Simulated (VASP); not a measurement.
**Be3Bi2: single point with PBE**

Be3Bi2:

```
Be Bi
1.0
     3.98166    0.00000    0.00000
    -1.99083    3.44822    0.00000
     0.00000    0.00000    6.98030
Be Bi
3 2
Direct
  0.00000 0.00000 0.00000
  0.33333 0.66667 0.42463
  0.66667 0.33333 0.57537
  0.33333 0.66667 0.77960
  0.66667 0.33333 0.22040
```

The cell was generated, and may not be a known phase.

```yaml
Program: VASP 6.6.1
Task: single point
Functional: PBE
Potentials_or_basis: VASP PAW PBE potentials, release 64 (Be, Bi_d)
Cutoff: 520 eV
k_mesh: 12 × 12 × 6
Occupations: gaussian, width 0.1 eV
Spin: no spin polarisation
```

```yaml
Pressure: 0.0 GPa
Largest_force: 0.004 eV/Å
Band_gap_on_the_k_mesh: zero (bands 18 and 19 overlap by 2.47 eV)
```

Forces on the atoms (eV/Å):
```
Be   0.000  0.000  0.000
Be   0.000  0.000 -0.003
Be   0.000  0.000  0.003
Bi   0.000  0.000  0.004
Bi   0.000  0.000 -0.004
```

Levels at points of the mesh, in eV from the Fermi level:
| k point | band 16 | band 17 | band 18 | band 19 | band 20 | band 21 |
| --- | --- | --- | --- | --- | --- | --- |
| (0.00, 0.00, 0.00) | -0.41 | 0.64 | 0.64 | 1.01 | 2.32 | 3.07 |
| (0.50, 0.00, 0.00) | -3.45 | -2.63 | 0.26 | 0.42 | 1.28 | 1.70 |
| (0.00, 0.00, 0.50) | -0.36 | 1.04 | 1.04 | 1.94 | 1.94 | 2.43 |
| (0.50, 0.00, 0.50) | -2.56 | -1.79 | -1.74 | -0.22 | 0.10 | 1.73 |

Wall time 5.2 min on 1 thread of Intel(R) Xeon(R) Platinum 8259CL CPU @ 2.50GHz (Skylake/Cascade Lake), with other jobs on the host, peak memory 0.35 GiB.

Caveat: spin-orbit coupling is left out, which moves the levels of the heavy elements.
